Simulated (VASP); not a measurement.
Set up this calculation in VASP 6.6.1, as the native input.

- Task: single point
- Functional: PBE
- Potentials or basis: VASP PAW PBE potentials, release 64 (Pb_d, Pt, C)
- Cutoff: 520 eV
- k mesh: 6 × 6 × 6
- Occupations: fermi-dirac, width 0.05 eV
- Spin: no spin polarisation
- Dipole correction: no
- Further INCAR settings: ALGO = Normal; EDIFF = 1e-06; NBANDS = 32

The structure of Pt3PbC lies in POSCAR:

```
Pt3PbC
1.0
    4.4333203952      0.0000000000      0.0000000000
    0.0000000000      4.4333203952      0.0000000000
    0.0000000000      0.0000000000      4.4333203952
Pb Pt C
1 3 1
Direct
    0.0000000000      0.0000000000      0.0000000000
    0.5000000000      0.0000000000      0.5000000000
    0.5000000000      0.5000000000      0.0000000000
    0.0000000000      0.5000000000      0.5000000000
    0.5000000000      0.5000000000      0.5000000000
```

The input as run:

INCAR

```
  ALGO = Normal
  EDIFF = 1E-6
  ENCUT = 520
  GGA = PE
  ISIF = 2
  ISMEAR = -1
  LASPH = True
  LCHARG = False
  LREAL = False
  LWAVE = False
  NBANDS = 32
  NELM = 80
  PREC = Accurate
  SIGMA = 0.05
```

KPOINTS

```
k-points
0
Gamma
  6 6 6
```

Potentials or basis: VASP PAW PBE potentials, release 64 (Pb_d, Pt, C).

The run is started by

```console
$ cat potpaw_PBE.64/Pb_d/POTCAR potpaw_PBE.64/Pt/POTCAR potpaw_PBE.64/C/POTCAR > POTCAR
$ mpirun -np 1 vasp_std > vasp.out
```

Results of the run:

```yaml
Pressure: -8.9 GPa
Band_gap_on_the_k_mesh: zero (bands 24 and 25 overlap by 0.79 eV)
```

Caveat: the cell stands under tension; spin-orbit coupling is left out, which moves the levels of the heavy elements.

Wall time 92 s on 1 thread of Intel Xeon 8259CL, on a shared host, peak memory 0.23 GiB.
